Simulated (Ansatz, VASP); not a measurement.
Two plane-wave programs on C

```
C
1.0
     2.49731    0.00000    0.00000
     0.00000    3.53172    0.00000
     0.00000    0.00000    7.60110
C
4
Direct
  0.00000 0.33608 0.46046
  0.50000 0.16392 0.46046
  0.50000 0.83608 0.53954
  0.00000 0.66392 0.53954
```

Alike in both runs: task single point; functional LDA; k mesh 10 × 7 × 1; occupations fermi-dirac, width 0.02 eV; no spin polarisation.

```csv
,VASP,Ansatz
version,VASP 6.6.1,Ansatz 0.2.0
potentials or method,"VASP PAW LDA potentials, release 64 (C)","PAW with Ansatz's default frozen-core files, scalar-relativistic"
plane-wave cutoff (eV),520,420
valence electrons in the cell,16,16
```

|  | VASP | Ansatz | Ansatz less VASP |
| --- | --- | --- | --- |
| rms of the force components (eV/Å) | 0.021 | 0.003 | -0.0171 |

LDA's correlation is that of Perdew and Zunger in VASP and of Perdew and Wang (1992) in Ansatz. Atom by atom the forces differ by 0.018 eV/Å (rms over components). Ansatz's warnings: vacuum density over bound.
